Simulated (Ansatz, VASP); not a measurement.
**Two plane-wave programs on BiS**

Contents of INCAR:

```
SYSTEM = BiS
ALGO = Normal
EDIFF = 1E-7
ENCUT = 520
GGA = PS
ISIF = 2
ISMEAR = 0
LASPH = .TRUE.
LCHARG = .FALSE.
LREAL = .FALSE.
LWAVE = .FALSE.
NBANDS = 18
NELM = 60
PREC = Accurate
SIGMA = 0.05
```

The input KPOINTS:

```
k-points
0
G
  10 10 10
  0 0 0
```

Contents of POSCAR:

```
BiS
1.0
    3.5216116037      0.0000000000      0.0000000000
    0.0000000000      3.5216116037      0.0000000000
    0.0000000000      0.0000000000      3.5216116037
Bi S
1 1
Direct
    0.0000000000      0.0000000000      0.0141980450
    0.5000000000      0.5000000000      0.5000000000
```

Input for Ansatz:

```yaml
crystal:
  lattice:
    - [3.5216116037, 0.0, 0.0]
    - [0.0, 3.5216116037, 0.0]
    - [0.0, 0.0, 3.5216116037]
  atoms:
    - { symbol: Bi, position: [0.0, 0.0, 0.014198045] }
    - { symbol: S, position: [0.5, 0.5, 0.5] }
basis:
  ecutwfc: 420
  ecutrho_ratio: 4
kpoints:
  mp_grid: { grid: [10, 10, 10] }
hamiltonian:
  xc: pbesol
scf:
  occupations: { method: gaussian, width: 0.05 }
output:
  forces: true
  stress: true
  eigenvalues: true
```

Alike in both runs: task single point; functional PBEsol; k mesh 10 × 10 × 10; occupations gaussian, width 0.05 eV; no spin polarisation.

|  | VASP | Ansatz |
| --- | --- | --- |
| version | VASP 6.6.1 | Ansatz 0.2.0 |
| potentials or method | VASP PAW PBE potentials, release 64 (Bi_d, S), cutoff 520 eV | scalar-relativistic, plane waves, PAW |
| valence electrons in the cell | 21 | 21 |

```tsv
	VASP	Ansatz	Ansatz less VASP
gap on the k mesh at the Fermi level (eV)	none	none	-
pressure (GPa)	0.0	0.1	+0.02
rms of the force components (eV/Å)	0.010	0.009	-0.0002
```

VASP's potentials were made for PBE, not for PBEsol. Atom by atom the forces differ by 0.000 eV/Å (rms over components). A gap of «none» marks a metal or a gap that the smearing closes. With one functional, cell and mesh, what is left measures potentials, basis and numerics.

Neither program's run includes spin-orbit coupling.
